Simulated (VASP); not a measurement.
# As (Fd-3m) in VASP: notebook

Runs on As. Level: PBE. Tasks: relaxation of cell and atoms, single point.

All numbers are computed with VASP 6.6.1; they aren't measurements. Logs are shortened: lines on timing, memory, paths and dates and some standing lists are left out, and cuts for length are marked.

**1. The cell of the first run**

The structure is cubic, space group Fd-3m (No. 227). The conventional cell has a = 6.107 Å, b = 6.107 Å, c = 6.107 Å, α = 90.00°, β = 90.00°, γ = 90.00°. Within 3.5 Å of As (site symmetry -43m) lie 4 As at 2.64 Å.

This isn't the form of As at room conditions, which is rhombohedral.

**2. Relaxation of cell and atoms, PBE**

Contents of INCAR:

```
ALGO = Normal ; EDIFF = 1E-6
EDIFFG = -0.005 ; ENCUT = 600
GGA = PE ; IBRION = 2
ISIF = 3 ; ISMEAR = -1
LASPH = True ; LCHARG = False
LREAL = False ; LWAVE = False
NELM = 100 ; NSW = 45
PREC = Accurate ; SIGMA = 0.05
```

Contents of KPOINTS:

```
k-points
0
Gamma
  12 12 12
```

Contents of POSCAR:

```
As
1.0
    0.0000000000      3.0533432482      3.0533432482
    3.0533432482      0.0000000000      3.0533432482
    3.0533432482      3.0533432482      0.0000000000
As
2
Direct
   -0.1250000000     -0.1250000000     -0.1250000000
    0.1250000000      0.1250000000      0.1250000000
```

Potentials or basis: VASP PAW PBE potentials, release 64 (As).

Command:

```console
$ cat potpaw_PBE.64/As/POTCAR > POTCAR
$ mpirun -np 1 vasp_std > vasp.out
```

OUTCAR:

```text
EDIFF = 1E-6
   EDIFFG = -0.005
   ENCUT = 600
   GGA = PE
   IBRION = 2
   ISIF = 3
   ISMEAR = -1
   LASPH = True
   LREAL = False
   NELM = 100
   NSW = 45
   PREC = Accurate

 ion  position               nearest neighbor table
   1  0.875  0.875  0.875-   2 2.64   2 2.64   2 2.64   2 2.64
   2  0.125  0.125  0.125-   1 2.64   1 2.64   1 2.64   1 2.64

  LATTYP: Found a face centered cubic cell.
 ALAT       =     6.1066864964

  Lattice vectors:

 A1 = (   0.0000000000,   3.0533432482,   3.0533432482)
 A2 = (   3.0533432482,   0.0000000000,   3.0533432482)
 A3 = (   3.0533432482,   3.0533432482,   0.0000000000)

Analysis of symmetry for initial positions (statically):
=====================================================================
 Subroutine PRICEL returns:
 Original cell was already a primitive cell.

 Routine SETGRP: Setting up the symmetry group for a
 face centered cubic supercell.

 Subroutine GETGRP returns: Found 48 space group operations
 (whereof 12 operations were pure point group operations)
 out of a pool of 48 trial point group operations.

The static configuration has the point symmetry D_3d.
 The point group associated with its full space group is O_h .

Analysis of symmetry for dynamics (positions and initial velocities):
=====================================================================
 Subroutine PRICEL returns:
 Original cell was already a primitive cell.

 Routine SETGRP: Setting up the symmetry group for a
 face centered cubic supercell.

 Subroutine GETGRP returns: Found 48 space group operations
 (whereof 12 operations were pure point group operations)
 out of a pool of 48 trial point group operations.

The dynamic configuration has the point symmetry D_3d.
 The point group associated with its full space group is O_h .

 Subroutine INISYM returns: Found 48 space group operations
 (whereof 12 operations are pure point group operations),
 and found     1 'primitive' translations

----------------------------------------------------------------------------------------

                                     Primitive cell

  volume of cell :      56.9321

  direct lattice vectors                    reciprocal lattice vectors
     0.000000000  3.053343248  3.053343248    -0.163754927  0.163754927  0.163754927
     3.053343248  0.000000000  3.053343248     0.163754927 -0.163754927  0.163754927
     3.053343248  3.053343248  0.000000000     0.163754927  0.163754927 -0.163754927

  length of vectors
     4.318079432  4.318079432  4.318079432     0.283631853  0.283631853  0.283631853

  position of ions in fractional coordinates (direct lattice)
     0.875000000  0.875000000  0.875000000
     0.125000000  0.125000000  0.125000000

  ion indices of the primitive-cell ions
   primitive index   ion index
                 1           1
                 2           2

----------------------------------------------------------------------------------------

 KPOINTS: k-points

Automatic generation of k-mesh.
 Grid dimensions read from file:
 generate k-points for:   12   12   12

 Generating k-lattice:

  Cartesian coordinates                     Fractional coordinates (reciprocal lattice)
    -0.013646244  0.013646244  0.013646244     0.083333333  0.000000000  0.000000000
     0.013646244 -0.013646244  0.013646244     0.000000000  0.083333333  0.000000000
     0.013646244  0.013646244 -0.013646244     0.000000000  0.000000000  0.083333333

  Length of vectors
     0.023635988  0.023635988  0.023635988

[... 57 lines left out ...]
   IBRION =      2    ionic relax: 0-MD 1-quasi-New 2-CG
   NFREE  =      1    steps in history (QN), initial steepest desc. (CG)
   ISIF   =      3    stress and relaxation
   ISYM   =      2    0-nonsym 1-usesym 2-fastsym
   POTIM  = 0.5000    time-step for ionic-motion
   TEBEG  =    0.0;   TEEND  =   0.0 temperature during run
   PSTRESS=    0.0 pullay stress
   NELECT =      10.0000    total number of electrons
   NUPDOWN=      -1.0000    fix difference up-down
   EMIN   =  10.00;   EMAX   =-10.00  energy-range for DOS
   EFERMI =   0.00;   METHOD = LEGACY
   ISMEAR =    -1;   SIGMA  =   0.05  broadening in eV -4-tet -1-fermi 0-gaus
   EFERMI_NEDOS =   21; number of points for ismear=-14 and -15
   IALGO  =     38    algorithm
   IMIX   =      4    mixing-type and parameters
     AMIX     =   0.40;   BMIX     =  1.00
     AMIX_MAG =   1.60;   BMIX_MAG =  1.00
  volume/ion in A,a.u.               =      28.47       192.10
  Fermi-wavevector in a.u.,A,eV,Ry     =   0.916831  1.732559 11.436768  0.840579
  Thomas-Fermi vector in A             =   2.041731
   LORBIT       =      0    0 simple, 1 ext, 2 COOP (PROOUT), +10 PAW based schemes
   GGA     = PE    functional components
   LHFCALC =     F    Hartree Fock is set to
   AEXX    =    0.0000 exact exchange contribution
   IVDW    =     0    specifies the selected vdW correction
   LEPSILON=     F    determine dielectric tensor
   LRPA    =     F    only Hartree local field effects (RPA)
 conjugate gradient relaxation of ions
 non-spin polarized calculation
  energy-cutoff  :      600.00
  volume of cell :       56.93
 maximum number of plane-waves:      1924
   NGX = 17   NGY = 17   NGZ = 17

--------------------------------------- Ionic step        1  -------------------------------------------

 number of electron      10.0000001 magnetization

 Free energy of the ion-electron system (eV)
  ---------------------------------------------------
  ext. energy  EPLUGINS =         0.00000000
  ---------------------------------------------------
  free energy    TOTEN  =        -8.72572016 eV

  energy without entropy =       -8.71904755  energy(sigma->0) =       -8.72238386

------------------------ aborting loop because EDIFF is reached ----------------------------------------

  FORCE on cell =-STRESS in cart. coord.  units (eV):
  Direction    XX          YY          ZZ          XY          YZ          ZX
  --------------------------------------------------------------------------------------
  -------------------------------------------------------------------------------------
  Total        0.0410829      0.0410829      0.0410829     -0.0000000      0.0000000      0.0000000
  in kB        1.1561527      1.1561527      1.1561527     -0.0000000      0.0000000      0.0000000
  external PRESSURE =       1.1561527 kB  Pullay stress =       0.0000000 kB

 VOLUME and BASIS-vectors are now :
 -----------------------------------------------------------------------------
  energy-cutoff  :      600.00
  volume of cell :       56.93
      direct lattice vectors                 reciprocal lattice vectors
     0.000000000  3.053343248  3.053343248    -0.163754927  0.163754927  0.163754927
     3.053343248  0.000000000  3.053343248     0.163754927 -0.163754927  0.163754927
     3.053343248  3.053343248  0.000000000     0.163754927  0.163754927 -0.163754927

 POSITION                                       TOTAL-FORCE (eV/Angst)
 -----------------------------------------------------------------------------------
      5.34335      5.34335      5.34335         0.000000      0.000000     -0.000000
      0.76334      0.76334      0.76334        -0.000000     -0.000000      0.000000
 -----------------------------------------------------------------------------------
    total drift:                                0.000000      0.000000      0.000000

  FREE ENERGIE OF THE ION-ELECTRON SYSTEM (eV)
  ---------------------------------------------------
  free  energy   TOTEN  =        -8.7257201648 eV

  energy  without entropy=       -8.7190475507  energy(sigma->0) =       -8.72238386

--------------------------------------- Ionic step        2  -------------------------------------------

 number of electron      10.0000001 magnetization

 Free energy of the ion-electron system (eV)
  ---------------------------------------------------
  ext. energy  EPLUGINS =         0.00000000
  ---------------------------------------------------
  free energy    TOTEN  =        -8.72576509 eV

  energy without entropy =       -8.71911192  energy(sigma->0) =       -8.72243850

 E-fermi :   2.8710     XC(G=0):  -8.5797

 val. band max:        2.8667305168   @ k =  -0.4167   0.3333   0.1667
 cond. band min:       2.8816709654   @ k =  -0.3333   0.3333   0.1667
 fundamental gap:      0.0149404485
 Fermi energy:         2.8709989628

 k-point     1 :       0.0000    0.0000    0.0000
  band No.  band energies     occupation
      1     -10.7235      2.00000
      2      -3.1089      2.00000
      3       0.8411      2.00000
      4       0.8411      2.00000
      5       0.8411      2.00000
      6       3.5701      0.00000
      7       3.5701      0.00000
      8       3.5701      0.00000
      9       7.7719      0.00000
[... 265 lines left out ...]
 k-point    24 :      -0.4167    0.1667    0.0000
  band No.  band energies     occupation
      1      -9.1812      2.00000
      2      -6.7291      2.00000
      3      -1.3643      2.00000
      4      -0.3011      2.00000
      5       1.7481      2.00000
      6       4.7511      0.00000
      7       5.3669      0.00000
      8       6.9565      0.00000
      9       9.4297      0.00000

 [... further k-points ...]

------------------------ aborting loop because EDIFF is reached ----------------------------------------

  FORCE on cell =-STRESS in cart. coord.  units (eV):
  Direction    XX          YY          ZZ          XY          YZ          ZX
  --------------------------------------------------------------------------------------
  -------------------------------------------------------------------------------------
  Total       -0.0079165     -0.0079165     -0.0079165     -0.0000000      0.0000000     -0.0000000
  in kB       -0.2221231     -0.2221231     -0.2221231     -0.0000000      0.0000000     -0.0000000
  external PRESSURE =      -0.2221231 kB  Pullay stress =       0.0000000 kB

 VOLUME and BASIS-vectors are now :
 -----------------------------------------------------------------------------
  energy-cutoff  :      600.00
  volume of cell :       57.10
      direct lattice vectors                 reciprocal lattice vectors
     0.000000000  3.056369035  3.056369035    -0.163592810  0.163592810  0.163592810
     3.056369035 -0.000000000  3.056369035     0.163592810 -0.163592810  0.163592810
     3.056369035  3.056369035  0.000000000     0.163592810  0.163592810 -0.163592810

 POSITION                                       TOTAL-FORCE (eV/Angst)
 -----------------------------------------------------------------------------------
      5.34865      5.34865      5.34865         0.000000      0.000000      0.000000
      0.76409      0.76409      0.76409        -0.000000     -0.000000     -0.000000
 -----------------------------------------------------------------------------------
    total drift:                                0.000000      0.000000      0.000000

  FREE ENERGIE OF THE ION-ELECTRON SYSTEM (eV)
  ---------------------------------------------------
  free  energy   TOTEN  =        -8.7257650854 eV

  energy  without entropy=       -8.7191119216  energy(sigma->0) =       -8.72243850

 reached required accuracy - stopping structural energy minimisation
```

Wall time 24 s (1 thread of Intel Xeon 6975P-C (Granite Rapids), shared host); peak memory 0.22 GiB.

Results:

| Quantity | Value |
| --- | --- |
| Free energy | -8.7258 eV |
| Relaxed volume | 28.55 Å³/atom |
| Relaxed cell | a = 4.322 Å, b = 4.322 Å, c = 4.322 Å, α = 60.00°, β = 60.00°, γ = 60.00° |
| Space group after relaxing (to 0.1 Å) | Fd-3m (No. 227) |
| Energy gained by relaxing | 0.0 meV/atom |
| Ionic steps | 2 |
| Pressure after relaxing | 0.0 GPa |
| Band gap on the k mesh | zero (bands 5 and 6 overlap by 1.63 eV) |

Final structure:
```cif
data_structure
_symmetry_space_group_name_H-M 'P 1'
_symmetry_Int_Tables_number 1
_cell_length_a 4.3224
_cell_length_b 4.3224
_cell_length_c 4.3224
_cell_angle_alpha 60.000
_cell_angle_beta 60.000
_cell_angle_gamma 60.000
_cell_volume 57.10
loop_
_atom_site_label
_atom_site_type_symbol
_atom_site_fract_x
_atom_site_fract_y
_atom_site_fract_z
_atom_site_occupancy
As1 As 0.87500 0.87500 0.87500 1
As2 As 0.12500 0.12500 0.12500 1
```

**3. Single point, PBE**

Contents of INCAR:

```
PREC = Accurate ; ENCUT = 520
EDIFF = 1E-6 ; ISMEAR = -1
SIGMA = 0.05 ; LREAL = F
LASPH = T ; NELM = 100
ALGO = Normal ; ISIF = 2
LWAVE = F ; LCHARG = F
GGA = PE ; NBANDS = 12
```

Contents of KPOINTS:

```
regular mesh
0
Gamma
  12 12 12
```

POSCAR is that of step 2.

Potentials or basis: VASP PAW PBE potentials, release 64 (As).

Command:

```console
$ cat potpaw_PBE.64/As/POTCAR > POTCAR
$ mpirun -np 1 vasp_std > vasp.out
```

Run time: 46 s. Hardware: 1 thread of Intel Xeon 8259CL, shared host; peak memory 0.19 GiB.

Results (log left out):

```
Free energy            : -8.7257 eV
Pressure               : 0.1 GPa
Band gap on the k mesh : zero (bands 5 and 6 overlap by 1.64 eV)
```

Levels at points of the mesh, in eV from the Fermi level:
```csv
k point,band 3,band 4,band 5,band 6,band 7,band 8
"(0.00, 0.00, 0.00)",-2.04,-2.04,-2.04,0.70,0.70,0.70
"(0.50, 0.00, 0.00)",-2.96,-2.96,-2.62,1.92,1.92,4.83
"(0.50, 0.50, 0.00)",-4.01,-4.01,-0.58,-0.58,5.05,5.05
```

**4. Single point, PBE**

This run uses another cell than the first one, of 28.71 Å³/atom.

Contents of INCAR:

```
ALGO = Normal
EDIFF = 1E-6
ENCUT = 520
GGA = PE
ISIF = 2
ISMEAR = -1
LASPH = T
LCHARG = F
LREAL = F
LWAVE = F
NBANDS = 12
NELM = 60
PREC = Accurate
SIGMA = 0.05
```

Contents of KPOINTS:

```
k-points
0
Gamma
  12 12 12
```

Contents of POSCAR:

```
As
1.0
    0.0000000000      3.0619419579      3.0619419579
    3.0619419579      0.0000000000      3.0619419579
    3.0619419579      3.0619419579      0.0000000000
As
2
Direct
   -0.1250000000     -0.1250000000     -0.1250000000
    0.1250000000      0.1250000000      0.1250000000
```

Command:

```console
$ cat potpaw_PBE.64/As/POTCAR > POTCAR
$ mpirun -np 1 vasp_std > vasp.out
```

Wall time 49 s (1 thread of Intel Xeon 8259CL, shared host); peak memory 0.2 GiB.

The run converged. Its results:

- Free energy: -8.7254 eV
- Pressure: -0.3 GPa
- Band gap on the k mesh: zero (bands 5 and 6 overlap by 1.61 eV)

Levels at points of the mesh, in eV from the Fermi level:
| k point | band 2 | band 3 | band 4 | band 5 | band 6 | band 7 | band 8 | band 9 |
| --- | --- | --- | --- | --- | --- | --- | --- | --- |
| (0.00, 0.00, 0.00) | -6.01 | -2.01 | -2.01 | -2.01 | 0.71 | 0.71 | 0.71 | 4.90 |
| (0.50, 0.00, 0.00) | -9.38 | -2.93 | -2.93 | -2.61 | 1.93 | 1.93 | 4.78 | 7.09 |
| (0.50, 0.50, 0.00) | -10.88 | -3.97 | -3.97 | -0.56 | -0.56 | 5.01 | 5.01 | 7.50 |

**5. Summary**

| task | cell | cutoff (eV) | gap on the mesh (eV) | pressure (GPa) |
| --- | --- | --- | --- | --- |
| relaxation of cell and atoms | relaxed from a = 4.318 Å, angles 60.0°, 2 atoms | 600 | none | 0.0 |
| single point | a = 4.318 Å, angles 60.0°, 2 atoms | 520 | none | 0.1 |
| single point | a = 4.330 Å, angles 60.0°, 2 atoms | 520 | none | -0.3 |

Alike in all rows: level PBE; potentials or basis VASP PAW PBE potentials, release 64 (As); no spin polarisation; k mesh 12 × 12 × 12; smearing fermi-dirac 0.05 eV.

Total energies depend on the potentials used, so only differences within one code and one set of settings carry meaning.
